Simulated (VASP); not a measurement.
# HfN (F-43m) in VASP: notebook, part 2 of 2

VASP 6.6.1.

### 4 Density of states, PBEsol

Contents of POSCAR:

```
HfN
1.0
    0.0000000000      2.4548220000      2.4548220000
    2.4548220000      0.0000000000      2.4548220000
    2.4548220000      2.4548220000      0.0000000000
Hf N
1 1
Direct
    0.0000000000      0.0000000000      0.0000000000
    0.2500000000      0.2500000000      0.2500000000
```

Contents of INCAR.step1:

```
PREC = Accurate ; ENCUT = 520
EDIFF = 1E-6 ; ISMEAR = -1
SIGMA = 0.05 ; LREAL = F
LASPH = T ; NELM = 100
ALGO = Normal ; ISIF = 2
LWAVE = F ; LCHARG = T
LMAXMIX = 4 ; GGA = PS
NBANDS = 14
```

Contents of KPOINTS.step1:

```
regular mesh
0
Gamma
  9 9 9
```

Contents of INCAR.step2:

```
PREC = Accurate ; ENCUT = 520
EDIFF = 1E-6 ; ISMEAR = -5
SIGMA = 0.05 ; LREAL = F
LASPH = T ; NELM = 100
ALGO = Normal ; ISIF = 2
LWAVE = F ; LCHARG = F
LMAXMIX = 4 ; GGA = PS
LORBIT = 11 ; NEDOS = 2001
ICHARG = 11
```

Contents of KPOINTS.step2:

```
regular mesh
0
Gamma
  14 14 14
```

Potentials or basis: VASP PAW PBE potentials, release 64 (Hf_pv, N).

Started as:

```console
$ cat potpaw_PBE.64/Hf_pv/POTCAR potpaw_PBE.64/N/POTCAR > POTCAR
$ cp INCAR.step1 INCAR
$ cp KPOINTS.step1 KPOINTS
$ mpirun -np 1 vasp_std > vasp.out
$ cp INCAR.step2 INCAR
$ cp KPOINTS.step2 KPOINTS
$ mpirun -np 1 vasp_std > vasp.out
```

OUTCAR:

```text
PREC = Accurate
   ENCUT = 520
   EDIFF = 1E-6
   ISMEAR = -5
   LREAL = F
   LASPH = T
   NELM = 100
   ISIF = 2
   GGA = PS
   LORBIT = 11
   ICHARG = 11

 ion  position               nearest neighbor table
   1  0.000  0.000  0.000-   2 2.13   2 2.13   2 2.13   2 2.13
   2  0.250  0.250  0.250-   1 2.13   1 2.13   1 2.13   1 2.13

  LATTYP: Found a face centered cubic cell.
 ALAT       =     4.9096440000

  Lattice vectors:

 A1 = (   0.0000000000,   2.4548220000,   2.4548220000)
 A2 = (   2.4548220000,   0.0000000000,   2.4548220000)
 A3 = (   2.4548220000,   2.4548220000,   0.0000000000)

Analysis of symmetry for initial positions (statically):
=====================================================================
 Subroutine PRICEL returns:
 Original cell was already a primitive cell.

 Routine SETGRP: Setting up the symmetry group for a
 face centered cubic supercell.

 Subroutine GETGRP returns: Found 24 space group operations
 (whereof 24 operations were pure point group operations)
[... 176 lines left out ...]
      2     -25.4554      2.00000
      3     -25.4554      2.00000
      4     -10.4996      2.00000
      5       0.1481      2.00000
      6       0.1481      2.00000
      7       0.1481      2.00000
      8       4.8693      2.00000
      9       7.8040      0.00000
     10       7.8040      0.00000
     11      12.1868      0.00000
[... 309 lines left out ...]
 k-point    24 :       0.2857    0.1429    0.0000
  band No.  band energies     occupation
      1     -25.6999      2.00000
      2     -25.5164      2.00000
      3     -25.5138      2.00000
      4      -9.7885      2.00000
      5      -0.7333      2.00000
      6       0.6561      2.00000
      7       0.7286      2.00000
      8       6.1075     -0.07236
      9       7.6366      0.00000
     10       8.2469      0.00000
     11      11.3315      0.00000

 [... further k-points ...]
[... 5 lines left out ...]
  --------------------------------------------------------------------------------------
  -------------------------------------------------------------------------------------
  Total       -1.0853650     -1.0853650     -1.0853650      0.0000000      0.0000000      0.0000000
  in kB      -58.7755084    -58.7755084    -58.7755084      0.0000000      0.0000000      0.0000000
  external PRESSURE =     -58.7755084 kB  Pullay stress =       0.0000000 kB

 VOLUME and BASIS-vectors are now :
 -----------------------------------------------------------------------------
  energy-cutoff  :      520.00
  volume of cell :       29.59
      direct lattice vectors                 reciprocal lattice vectors
     0.000000000  2.454822000  2.454822000    -0.203680756  0.203680756  0.203680756
     2.454822000  0.000000000  2.454822000     0.203680756 -0.203680756  0.203680756
     2.454822000  2.454822000  0.000000000     0.203680756  0.203680756 -0.203680756

 POSITION                                       TOTAL-FORCE (eV/Angst)
 -----------------------------------------------------------------------------------
      0.00000      0.00000      0.00000         0.000000      0.000000      0.000000
      1.22741      1.22741      1.22741        -0.000000     -0.000000     -0.000000
 -----------------------------------------------------------------------------------
    total drift:                               -0.000000     -0.000000     -0.000000

  FREE ENERGIE OF THE ION-ELECTRON SYSTEM (eV)
  ---------------------------------------------------
  free  energy   TOTEN  =       -22.2521241259 eV

  energy  without entropy=      -22.2521241259  energy(sigma->0) =      -22.25212413

 total charge

# of ion       s       p       d       tot
------------------------------------------
    1        0.323   6.580   1.670   8.573
    2        1.247   2.489   0.000   3.737
--------------------------------------------------
tot          1.570   9.070   1.670  12.310
```

OUTCAR.step1:

```text
PREC = Accurate
   ENCUT = 520
   EDIFF = 1E-6
   ISMEAR = -1
   LREAL = F
[... 630 lines left out ...]
      0.00000      0.00000      0.00000        -0.000000     -0.000000     -0.000000
      1.22741      1.22741      1.22741         0.000000      0.000000      0.000000
 -----------------------------------------------------------------------------------
    total drift:                               -0.000000     -0.000000     -0.000000

  FREE ENERGIE OF THE ION-ELECTRON SYSTEM (eV)
  ---------------------------------------------------
  free  energy   TOTEN  =       -22.2554468833 eV

  energy  without entropy=      -22.2496743079  energy(sigma->0) =      -22.25256060
```

OSZICAR.step1:

```text
N       E                     dE             d eps       ncg     rms          rms(c)
DAV:   1     0.409332639446E+02    0.40933E+02   -0.76233E+03   980   0.971E+02
DAV:   2    -0.229902754088E+02   -0.63924E+02   -0.59601E+02  1358   0.232E+02
DAV:   3    -0.255525360009E+02   -0.25623E+01   -0.25530E+01  1106   0.379E+01
DAV:   4    -0.255677352131E+02   -0.15199E-01   -0.15198E-01  1190   0.354E+00
DAV:   5    -0.255678942826E+02   -0.15907E-03   -0.15907E-03  1106   0.316E-01    0.568E+01
DAV:   6    -0.224053066750E+02    0.31626E+01   -0.11704E+01  1082   0.235E+01    0.401E+01
DAV:   7    -0.222854757245E+02    0.11983E+00   -0.69574E-01  1046   0.732E+00    0.245E+01
DAV:   8    -0.222627599332E+02    0.22716E-01   -0.10379E-01  1130   0.285E+00    0.593E+00
DAV:   9    -0.222556729948E+02    0.70869E-02   -0.19767E-02  1082   0.104E+00    0.182E+00
DAV:  10    -0.222555240136E+02    0.14898E-03   -0.18933E-03  1184   0.382E-01    0.481E-01
DAV:  11    -0.222554489374E+02    0.75076E-04   -0.19520E-04  1124   0.127E-01    0.906E-02
DAV:  12    -0.222554468843E+02    0.20531E-05   -0.23673E-05  1274   0.375E-02    0.210E-02
DAV:  13    -0.222554468833E+02    0.10239E-08   -0.56977E-07   730   0.742E-03
   1 F= -.22255447E+02 E0= -.22252561E+02  d E =-.577258E-02
```

Run time: 68 s. Hardware: 1 thread of Intel Xeon 8259CL, shared host; peak memory 0.18 GiB.

What came out:

- Valence electrons inside the program's atomic spheres: Hf 8.57; N 3.74

Caveat: the PAW data sets were made with another functional, which shifts forces and pressure a little; spin-orbit coupling is left out, which moves the levels of the heavy elements; tetrahedron occupations give inexact forces and stress in metals.
